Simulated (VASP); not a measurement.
ZnS:

```xyz
2
Lattice="3.8212 0.0000 0.0000 1.9106 3.3093 0.0000 1.9106 1.1031 3.1200" Properties=species:S:1:pos:R:3 pbc="T T T"
Zn    1.9106    1.1031    0.7800
S     0.0000    0.0000    0.0000
```

| Property | Result |
| --- | --- |
| Program | VASP 6.6.1 |
| Task | relaxation of cell and atoms |
| Functional | PBE |
| Potentials or basis | VASP PAW PBE potentials, release 64 (Zn, S) |
| Cutoff | 600 eV |
| k mesh | 6 × 6 × 6 |
| Occupations | fermi-dirac, width 0.05 eV |
| Spin | no spin polarisation |

At the start: pressure 1.8 GPa; volume 19.73 Å³/atom.

Task: How do energy, volume and symmetry change on relaxing?

Result: Over 3 steps the energy falls by 2.6 meV/atom and the volume is 20.21 Å³/atom (+2.4 %); space group F-43m (No. 216, to 0.05 Å).

The path:
```
step  energy change (eV)  largest force (eV/Å)  pressure (GPa)  volume (Å³)
   1              0.0000                0.0000            1.78        39.45
   2             -0.0048                0.0000           -0.50        40.72
   3             -0.0052                0.0000            0.00        40.42
```

Final structure:
```cif
data_structure
_symmetry_space_group_name_H-M 'P 1'
_symmetry_Int_Tables_number 1
_cell_length_a 3.8521
_cell_length_b 3.8521
_cell_length_c 3.8521
_cell_angle_alpha 60.000
_cell_angle_beta 60.000
_cell_angle_gamma 60.000
_cell_volume 40.42
loop_
_atom_site_label
_atom_site_type_symbol
_atom_site_fract_x
_atom_site_fract_y
_atom_site_fract_z
_atom_site_occupancy
Zn1 Zn 0.25000 0.25000 0.25000 1
S1 S 0.00000 0.00000 0.00000 1
```
